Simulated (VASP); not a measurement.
## Cu: density of states with PBEsol

The system is Cu.

```
Cu
1.0
     0.00000    1.78191    1.78191
     1.78191    0.00000    1.78191
     1.78191    1.78191    0.00000
Cu
1
Direct
  0.00000 0.00000 0.00000
```

* Program: VASP 6.6.1
* Task: density of states
* Functional: PBEsol
* Potentials or basis: VASP PAW PBE potentials, release 64 (Cu)
* Cutoff: 520 eV
* k mesh: 18 × 18 × 18
* Occupations: fermi-dirac, width 0.1 eV
* Spin: no spin polarisation
* Dipole correction: no
* k mesh for the DOS: 27 × 27 × 27
* Occupations for the DOS: tetrahedron
* Further INCAR settings: ALGO = Normal; EDIFF = 1e-06

The valence electrons inside the program's atomic spheres are Cu 10.05.

Levels at points of the mesh, in eV from the Fermi level:
```
           k point  band 3  band 4  band 5  band 6  band 7  band 8  band 9
(0.00, 0.00, 0.00)   -3.18   -3.18   -2.30   -2.30   22.90   25.85   25.85
```

It took 36 s on 1 thread of Intel Xeon 6975P-C (shared host), peak memory 0.17 GiB.
